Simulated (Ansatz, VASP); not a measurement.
Two plane-wave programs on SnO2

The input INCAR:

```
ALGO = Normal
EDIFF = 1E-7
ENCUT = 520
ISIF = 2
ISMEAR = 0
LASPH = T
LCHARG = F
LREAL = F
LWAVE = F
NBANDS = 35
NELM = 60
PREC = Accurate
SIGMA = 0.05
```

KPOINTS

```
k-points
0
Gamma
  6 6 8
```

The input POSCAR:

```
SnO2
1.0
    4.6665314825      0.0000000000      0.0000000000
    0.0000000000      4.6671047442      0.0000000000
    0.0000000000      0.0000000000      3.1527341536
Sn O
2 4
Direct
    0.5000000000      0.5000000000      0.5000000000
    0.0000000000      0.0000000000      0.0000000000
    0.3059833077      0.2932176170      0.0000000000
    0.8059833077      0.2067823830      0.5000000000
    0.1940166923      0.7932176170      0.5000000000
    0.6940166923      0.7067823830      0.0000000000
```

Input for Ansatz:

```yaml
crystal:
  lattice:
    - [4.6665314825, 0.0, 0.0]
    - [0.0, 4.6671047442, 0.0]
    - [0.0, 0.0, 3.1527341536]
  atoms:
    - { symbol: Sn, position: [0.5, 0.5, 0.5] }
    - { symbol: Sn, position: [0.0, 0.0, 0.0] }
    - { symbol: O, position: [0.3059833077, 0.293217617, 0.0] }
    - { symbol: O, position: [0.8059833077, 0.206782383, 0.5] }
    - { symbol: O, position: [0.1940166923, 0.793217617, 0.5] }
    - { symbol: O, position: [0.6940166923, 0.706782383, 0.0] }
basis:
  ecutwfc: 520.0
kpoints:
  mp_grid: { grid: [6, 6, 8] }
hamiltonian:
  xc: lda
scf:
  occupations: { method: gaussian, width: 0.05 }
output:
  forces: true
  stress: true
  eigenvalues: true
  write_density: true
  write_potential: true
  elf: true
  volumetric_format: npy
```

Alike in both runs: task single point; functional LDA; k mesh 6 × 6 × 8; occupations gaussian, width 0.05 eV; no spin polarisation.

|  | VASP | Ansatz |
| --- | --- | --- |
| version | VASP 6.6.1 | Ansatz 0.2.0 |
| potentials or method | VASP PAW LDA potentials, release 64 (Sn_d, O), cutoff 520 eV | scalar-relativistic, plane waves, PAW |
| valence electrons in the cell | 52 | 52 |

VASP gave:

- gap on the k mesh at the Fermi level (eV): 1.51
- least direct gap on the mesh (eV): 1.51
- pressure (GPa): 8.7
- traceless stress, the component that is largest in VASP (GPa): 0.99
- rms of the force components (eV/Å): 0.458

Question: What did Ansatz give for the same quantities?

Answer: gap on the k mesh at the Fermi level (eV): 1.47; least direct gap on the mesh (eV): 1.47; pressure (GPa): 7.5; traceless stress, the component that is largest in VASP (GPa): 1.07; rms of the force components (eV/Å): 0.459.

LDA's correlation is that of Perdew and Zunger in VASP and of Perdew and Wang (1992) in Ansatz. Atom by atom the forces differ by 0.002 eV/Å (rms over components).
